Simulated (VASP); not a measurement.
# InP (F-43m) in VASP: a series of runs

The runs below take InP through single point, relaxation of cell and atoms, with LDA.

All numbers are computed with VASP 6.6.1; they aren't measurements. Logs are shortened: lines on timing, memory, paths and dates and some standing lists are left out, and cuts for length are marked.

**1. The cell of the first run**

It takes space group F-43m (No. 216, cubic). The conventional cell has a = 5.635 Å, b = 5.635 Å, c = 5.635 Å, α = 90.00°, β = 90.00°, γ = 90.00°. Within 3.2 Å of In (site symmetry -43m) lie 4 P at 2.44 Å. P (site symmetry -43m) has 4 In at 2.44 Å within 3.2 Å.

**2. Single point, LDA**

Contents of INCAR:

```
ALGO = Normal ; EDIFF = 1E-7
ENCUT = 520 ; GGA = CA
ISIF = 2 ; ISMEAR = 0
LASPH = T ; LCHARG = F
LREAL = F ; LWAVE = F
NBANDS = 16 ; NELM = 100
PREC = Accurate ; SIGMA = 0.01
```

Contents of KPOINTS:

```
k-points
0
Gamma
  10 10 10
```

Contents of POSCAR:

```
InP
1.0
    0.0000000000      2.8176487814      2.8176487814
    2.8176487814      0.0000000000      2.8176487814
    2.8176487814      2.8176487814      0.0000000000
In P
1 1
Direct
    0.0000000000      0.0000000000      0.0000000000
    0.7500000000      0.7500000000      0.7500000000
```

Potentials or basis: VASP PAW LDA potentials, release 64 (In_d, P).

Launch:

```console
cat potpaw_LDA.64/In_d/POTCAR potpaw_LDA.64/P/POTCAR > POTCAR
mpirun -np 1 vasp_std > vasp.out
```

OUTCAR:

```text
EDIFF = 1E-7
   ENCUT = 520
   GGA = CA
   ISIF = 2
   ISMEAR = 0
   LASPH = T
   LREAL = F
   NELM = 100
   PREC = Accurate

 ion  position               nearest neighbor table
   1  0.000  0.000  0.000-   2 2.44   2 2.44   2 2.44   2 2.44
   2  0.750  0.750  0.750-   1 2.44   1 2.44   1 2.44   1 2.44

  LATTYP: Found a face centered cubic cell.
 ALAT       =     5.6352975628

  Lattice vectors:

 A1 = (   0.0000000000,   2.8176487814,   2.8176487814)
 A2 = (   2.8176487814,   0.0000000000,   2.8176487814)
 A3 = (   2.8176487814,   2.8176487814,   0.0000000000)

Analysis of symmetry for initial positions (statically):
=====================================================================
 Subroutine PRICEL returns:
 Original cell was already a primitive cell.

 Routine SETGRP: Setting up the symmetry group for a
 face centered cubic supercell.

 Subroutine GETGRP returns: Found 24 space group operations
 (whereof 24 operations were pure point group operations)
 out of a pool of 48 trial point group operations.

The static configuration has the point symmetry T_d .

Analysis of symmetry for dynamics (positions and initial velocities):
=====================================================================
 Subroutine PRICEL returns:
 Original cell was already a primitive cell.

 Routine SETGRP: Setting up the symmetry group for a
 face centered cubic supercell.

 Subroutine GETGRP returns: Found 24 space group operations
 (whereof 24 operations were pure point group operations)
 out of a pool of 48 trial point group operations.

The dynamic configuration has the point symmetry T_d .

 Subroutine INISYM returns: Found 24 space group operations
 (whereof 24 operations are pure point group operations),
 and found     1 'primitive' translations

----------------------------------------------------------------------------------------

                                     Primitive cell

  volume of cell :      44.7394

  direct lattice vectors                    reciprocal lattice vectors
     0.000000000  2.817648781  2.817648781    -0.177452919  0.177452919  0.177452919
     2.817648781  0.000000000  2.817648781     0.177452919 -0.177452919  0.177452919
     2.817648781  2.817648781  0.000000000     0.177452919  0.177452919 -0.177452919

  length of vectors
     3.984757121  3.984757121  3.984757121     0.307357471  0.307357471  0.307357471

  position of ions in fractional coordinates (direct lattice)
     0.000000000  0.000000000  0.000000000
     0.750000000  0.750000000  0.750000000

[... 77 lines left out ...]
   LREAL  =      F    real-space projection
   EDIFFG = 0.1E-05   stopping-criterion for IOM
   NSW    =      0    number of steps for IOM
   IBRION =     -1    ionic relax: 0-MD 1-quasi-New 2-CG
   NFREE  =      0    steps in history (QN), initial steepest desc. (CG)
   ISIF   =      2    stress and relaxation
   ISYM   =      2    0-nonsym 1-usesym 2-fastsym
   POTIM  = 0.5000    time-step for ionic-motion
   TEBEG  =    0.0;   TEEND  =   0.0 temperature during run
   PSTRESS=    0.0 pullay stress
   NELECT =      18.0000    total number of electrons
   NUPDOWN=      -1.0000    fix difference up-down
   EMIN   =  10.00;   EMAX   =-10.00  energy-range for DOS
   EFERMI =   0.00;   METHOD = LEGACY
   ISMEAR =     0;   SIGMA  =   0.01  broadening in eV -4-tet -1-fermi 0-gaus
   EFERMI_NEDOS =   21; number of points for ismear=-14 and -15
   IALGO  =     38    algorithm
   IMIX   =      4    mixing-type and parameters
     AMIX     =   0.40;   BMIX     =  1.00
     AMIX_MAG =   1.60;   BMIX_MAG =  1.00
  volume/ion in A,a.u.               =      22.37       150.96
  Fermi-wavevector in a.u.,A,eV,Ry     =   1.208562  2.283850 19.872959  1.460621
  Thomas-Fermi vector in A             =   2.344166
   LORBIT       =      0    0 simple, 1 ext, 2 COOP (PROOUT), +10 PAW based schemes
   GGA     = CA    functional components
   LHFCALC =     F    Hartree Fock is set to
   AEXX    =    0.0000 exact exchange contribution
   IVDW    =     0    specifies the selected vdW correction
   LEPSILON=     F    determine dielectric tensor
   LRPA    =     F    only Hartree local field effects (RPA)
 non-spin polarized calculation
 Gauss-broadening in eV      SIGMA  =   0.01
  energy-cutoff  :      520.00
  volume of cell :       44.74
 maximum number of plane-waves:      1243
 NGX is ok and might be reduce to    30
   NGX = 15   NGY = 15   NGZ = 15

 number of electron      17.9999995 magnetization

 Free energy of the ion-electron system (eV)
  ---------------------------------------------------
  ext. energy  EPLUGINS =         0.00000000
  ---------------------------------------------------
  free energy    TOTEN  =        -9.55081223 eV

  energy without entropy =       -9.55081223  energy(sigma->0) =       -9.55081223

 E-fermi :   6.5201     XC(G=0): -10.1286

 val. band max:        6.4062837064   @ k =   0.0000   0.0000   0.0000
 cond. band min:       7.5463352735   @ k =   0.0000   0.0000   0.0000
 fundamental gap:      1.1400515672
 Fermi energy:         6.5200935408

 k-point     1 :       0.0000    0.0000    0.0000
  band No.  band energies     occupation
      1      -8.0951      2.00000
      2      -8.0951      2.00000
      3      -8.0951      2.00000
      4      -7.8711      2.00000
      5      -7.8711      2.00000
      6      -6.0218      2.00000
[... 433 lines left out ...]
      3      -7.9753      2.00000
      4      -7.9303      2.00000
      5      -7.8306      2.00000
      6      -3.9810      2.00000
[... 8 lines left out ...]
     15      17.1703      0.00000
     16      19.7265      0.00000

 [... further k-points ...]

------------------------ aborting loop because EDIFF is reached ----------------------------------------

  FORCE on cell =-STRESS in cart. coord.  units (eV):
  Direction    XX          YY          ZZ          XY          YZ          ZX
  --------------------------------------------------------------------------------------
  -------------------------------------------------------------------------------------
  Total        2.5156214      2.5156214      2.5156214      0.0000000      0.0000000      0.0000000
  in kB       90.0876565     90.0876565     90.0876565      0.0000000      0.0000000      0.0000000
  external PRESSURE =      90.0876565 kB  Pullay stress =       0.0000000 kB

 VOLUME and BASIS-vectors are now :
 -----------------------------------------------------------------------------
  energy-cutoff  :      520.00
  volume of cell :       44.74
      direct lattice vectors                 reciprocal lattice vectors
     0.000000000  2.817648781  2.817648781    -0.177452919  0.177452919  0.177452919
     2.817648781  0.000000000  2.817648781     0.177452919 -0.177452919  0.177452919
     2.817648781  2.817648781  0.000000000     0.177452919  0.177452919 -0.177452919

 POSITION                                       TOTAL-FORCE (eV/Angst)
 -----------------------------------------------------------------------------------
      0.00000      0.00000      0.00000         0.000000      0.000000      0.000000
      4.22647      4.22647      4.22647        -0.000000     -0.000000     -0.000000
 -----------------------------------------------------------------------------------
    total drift:                                0.000000      0.000000      0.000000

  FREE ENERGIE OF THE ION-ELECTRON SYSTEM (eV)
  ---------------------------------------------------
  free  energy   TOTEN  =        -9.5508122283 eV

  energy  without entropy=       -9.5508122283  energy(sigma->0) =       -9.55081223
```

stdout:

```text
POSCAR found type information on POSCAR InP
 POSCAR found :  2 types and       2 ions
 scaLAPACK will be used
 LDA part: xc-table for (Slater(with rela. corr.)+CA(PZ))
 , standard interpolation
 POSCAR, INCAR and KPOINTS ok, starting setup
 FFT: planning ... GRIDC
 FFT: planning ... GRID_SOFT
 FFT: planning ... GRID
 WAVECAR not read
 entering main loop
```

Run time: 14 s. Hardware: 1 thread of Intel Xeon 6975P-C (Granite Rapids), shared host; peak memory 0.16 GiB.

What came out:

* Free energy: -9.5508 eV
* Pressure: 9.0 GPa
* Band gap on the k mesh: 1.14 eV, direct

Caveat: spin-orbit coupling is left out, which moves the levels of the heavy elements. A k mesh can miss the band edges.

**3. Relaxation of cell and atoms, LDA, target pressure 9 GPa, at which the enthalpy is minimised**

This run uses another cell than the first one, of 24.73 Å³/atom, 1.106 times its volume.

Contents of INCAR:

```
SYSTEM = InP
  PREC = Accurate
  ENCUT = 600
  EDIFF = 1E-6
  ISMEAR = 0
  SIGMA = 0.01
  LREAL = .FALSE.
  LASPH = .TRUE.
  NELM = 80
  ALGO = Normal
  ISIF = 3
  LWAVE = .FALSE.
  LCHARG = .FALSE.
  IBRION = 2
  NSW = 80
  EDIFFG = -0.001
  PSTRESS = 90.0
```

Contents of KPOINTS:

```
regular mesh
0
G
  10 10 10
  0 0 0
```

Contents of POSCAR:

```
InP
1.0
    0.0000000000      2.9135471693      2.9135471693
    2.9135471693      0.0000000000      2.9135471693
    2.9135471693      2.9135471693      0.0000000000
In P
1 1
Direct
    0.0000000000      0.0000000000      0.0000000000
    0.7500000000      0.7500000000      0.7500000000
```

Potentials or basis: VASP PAW LDA potentials, release 64 (In_d, P).

Launch:

```console
cat potpaw_LDA.64/In_d/POTCAR potpaw_LDA.64/P/POTCAR > POTCAR
mpirun -np 1 vasp_std > vasp.out
```

OUTCAR:

```text
SYSTEM = InP
   PREC = Accurate
   ENCUT = 600
   EDIFF = 1E-6
   ISMEAR = 0
   LREAL = .FALSE.
   LASPH = .TRUE.
   NELM = 80
   ISIF = 3
   IBRION = 2
   NSW = 80
   EDIFFG = -0.001
   PSTRESS = 90.0

 ion  position               nearest neighbor table
   1  0.000  0.000  0.000-   2 2.52   2 2.52   2 2.52   2 2.52
   2  0.750  0.750  0.750-   1 2.52   1 2.52   1 2.52   1 2.52

  LATTYP: Found a face centered cubic cell.
 ALAT       =     5.8270943386

  Lattice vectors:

 A1 = (   0.0000000000,   2.9135471693,   2.9135471693)
 A2 = (   2.9135471693,   0.0000000000,   2.9135471693)
 A3 = (   2.9135471693,   2.9135471693,   0.0000000000)

Analysis of symmetry for initial positions (statically):
=====================================================================
 Subroutine PRICEL returns:
 Original cell was already a primitive cell.

 Routine SETGRP: Setting up the symmetry group for a
 face centered cubic supercell.
[... 677 lines left out ...]

 number of electron      17.9999997 magnetization

------------------------ aborting loop because EDIFF is reached ----------------------------------------
[... 71 lines left out ...]
--------------------------------------- Ionic step       10  -------------------------------------------

 number of electron      17.9999997 magnetization

 Free energy of the ion-electron system (eV)
  ---------------------------------------------------
  ext. energy  EPLUGINS =         0.00000000
  ---------------------------------------------------
  free energy    TOTEN  =        -9.55323218 eV

  energy without entropy =       -9.55323218  energy(sigma->0) =       -9.55323218

 E-fermi :   6.5064     XC(G=0): -10.1253

 val. band max:        6.3966222781   @ k =   0.0000   0.0000   0.0000
 cond. band min:       7.5328347040   @ k =   0.0000   0.0000   0.0000
 fundamental gap:      1.1362124259
 Fermi energy:         6.5063836778

 k-point     1 :       0.0000    0.0000    0.0000
  band No.  band energies     occupation
      1      -8.1028      2.00000
      2      -8.1028      2.00000
      3      -8.1028      2.00000
      4      -7.8793      2.00000
      5      -7.8793      2.00000
      6      -6.0252      2.00000
      7       6.3966      2.00000
      8       6.3966      2.00000
      9       6.3966      2.00000
     10       7.5328      0.00000
     11      10.3278      0.00000
     12      10.3278      0.00000
     13      10.3278      0.00000
[... 401 lines left out ...]
  energy  without entropy=       -9.5532321767  energy(sigma->0) =       -9.55323218

  enthalpy is  TOTEN    =        -7.0381741100 eV   P V=        2.5150580667

 reached required accuracy - stopping structural energy minimisation
```

OSZICAR:

```text
N       E                     dE             d eps       ncg     rms          rms(c)
DAV:   1     0.118349711021E+03    0.11835E+03   -0.93960E+03  1237   0.173E+03
DAV:   2    -0.115746615139E+01   -0.11951E+03   -0.11572E+03  1262   0.357E+02
DAV:   3    -0.983716164342E+01   -0.86797E+01   -0.86202E+01  1582   0.960E+01
DAV:   4    -0.101048292319E+02   -0.26767E+00   -0.26742E+00  1440   0.177E+01
[... 70 lines left out ...]
DAV:   1    -0.955316342880E+01   -0.14690E-03   -0.13699E-05  1102   0.873E-02    0.648E-03
DAV:   2    -0.955316295979E+01    0.46901E-06   -0.10714E-06   636   0.292E-02
   9 F= -.70381741E+01 E0= -.70381741E+01  d E =-.556327E-04
       N       E                     dE             d eps       ncg     rms          rms(c)
DAV:   1    -0.955323229138E+01   -0.68863E-04   -0.19589E-06   730   0.321E-02    0.231E-03
DAV:   2    -0.955323217669E+01    0.11469E-06   -0.28183E-07   626   0.152E-02
  10 F= -.70381741E+01 E0= -.70381741E+01  d E =0.398246E-07
```

Run time: 68 s. Hardware: 1 thread of Intel Xeon 6975P-C (Granite Rapids), shared host; peak memory 0.2 GiB.

Results:

* Free energy: -9.5532 eV
* Relaxed volume: 22.39 Å³/atom
* Relaxed cell: a = 3.986 Å, b = 3.986 Å, c = 3.986 Å, α = 60.00°, β = 60.00°, γ = 60.00°
* Space group after relaxing (to 0.05 Å): F-43m (No. 216)
* Energy change on relaxing (the enthalpy is what falls): +60.5 meV/atom
* Ionic steps: 10
* Pressure after relaxing: 9.0 GPa
* Band gap on the k mesh: 1.14 eV, direct

The path:
```
step  energy change (eV)  largest force (eV/Å)  pressure (GPa)  volume (Å³)
   1              0.0000                0.0000            0.04        49.46
   2              0.5683                0.0000           23.71        40.21
   3              0.1159                0.0000            8.77        44.87
   4              0.1208                0.0000            8.98        44.78
   5              0.1259                0.0000            9.20        44.69
   6              0.1166                0.0000            8.80        44.85
   7              0.1210                0.0000            8.99        44.77
   8              0.1213                0.0000            9.01        44.77
   9              0.1212                0.0000            9.02        44.77
  10              0.1211                0.0000            9.01        44.77
```

Final structure:
```
In P
1.0
     0.00000    2.81835    2.81835
     2.81835    0.00000    2.81835
     2.81835    2.81835    0.00000
In P
1 1
Direct
  0.00000 0.00000 0.00000
  0.75000 0.75000 0.75000
```

Levels at points of the mesh, in eV from the valence-band top:
```csv
k point,band 6,band 7,band 8,band 9,band 10,band 11,band 12,band 13
"(0.00, 0.00, 0.00)",-12.42,0.00,0.00,0.00,1.14,3.93,3.93,3.93
"(0.50, 0.00, 0.00)",-10.24,-6.51,-1.18,-1.18,1.60,4.69,4.69,7.07
"(0.50, 0.50, 0.00)",-9.44,-6.41,-2.79,-2.79,1.38,2.07,9.76,10.21
```

Caveat: the cell is relaxed towards a set pressure, so the enthalpy falls and the energy may rise; spin-orbit coupling is left out, which moves the levels of the heavy elements.

**4. Single point, LDA**

This run uses another cell than the first one, of 17.73 Å³/atom, 0.793 times its volume.

Contents of INCAR:

```
SYSTEM = InP
PREC     = Accurate       ! precision mode
ENCUT    = 520            ! plane-wave cutoff, eV
EDIFF    = 1E-6           ! SCF threshold, eV
ISMEAR   = 0              ! smearing method
SIGMA    = 0.01           ! smearing width, eV
LREAL    = .FALSE.        ! projectors in reciprocal space
LASPH    = .TRUE.         ! aspherical terms in the spheres
NELM     = 80             ! most SCF steps
ALGO     = Normal         ! electronic algorithm
ISIF     = 2              ! what is computed and relaxed
LWAVE    = .FALSE.        ! write WAVECAR
LCHARG   = .FALSE.        ! write CHGCAR
GGA      = CA             ! functional
NBANDS   = 16             ! bands
```

KPOINTS is that of step 3.

Contents of POSCAR:

```
InP
1.0
    0.0000000000      2.6075360388      2.6075360388
    2.6075360388      0.0000000000      2.6075360388
    2.6075360388      2.6075360388      0.0000000000
In P
1 1
Direct
    0.0000000000      0.0000000000      0.0000000000
    0.7500000000      0.7500000000      0.7500000000
```

Launch:

```console
cat potpaw_LDA.64/In_d/POTCAR potpaw_LDA.64/P/POTCAR > POTCAR
mpirun -np 1 vasp_std > vasp.out
```

It took 20 s on 1 thread of Intel Xeon 6975P-C (Granite Rapids), shared host; peak memory 0.15 GiB.

The run converged. Its results:

```
Free energy            : -8.0492 eV
Pressure               : 49.9 GPa
Band gap on the k mesh : 0.83 eV, indirect (least direct gap 2.20 eV)
```

Levels at points of the mesh, in eV from the valence-band top:
```csv
k point,band 6,band 7,band 8,band 9,band 10,band 11,band 12,band 13
"(0.00, 0.00, 0.00)",-14.64,0.00,0.00,0.00,2.20,3.64,3.64,3.64
"(0.50, 0.00, 0.00)",-11.37,-8.29,-1.68,-1.68,2.04,4.46,4.46,7.11
"(0.50, 0.50, 0.00)",-10.32,-7.79,-3.90,-3.90,0.83,1.68,10.59,11.47
```

Caveat: spin-orbit coupling is left out, which moves the levels of the heavy elements.

**5. Summary**

| task | cell | cutoff (eV) | gap on the mesh (eV) | pressure (GPa) |
| --- | --- | --- | --- | --- |
| single point | a = 3.985 Å, angles 60.0°, 2 atoms | 520 | 1.14 | 9.0 |
| relaxation of cell and atoms | relaxed to 9 GPa from a = 4.120 Å, angles 60.0°, 2 atoms | 600 | 1.14 | 9.0 |
| single point | a = 3.688 Å, angles 60.0°, 2 atoms | 520 | 0.83 | 49.9 |

Alike in all rows: level LDA; potentials or basis VASP PAW LDA potentials, release 64 (In_d, P); no spin polarisation; k mesh 10 × 10 × 10; smearing gaussian 0.01 eV.

Caveats: spin-orbit coupling is left out, which moves the levels of the heavy elements; the cell is relaxed towards a set pressure, so the enthalpy falls and the energy may rise (some runs).

Total energies depend on the potentials used, so only differences within one code and one set of settings carry meaning.
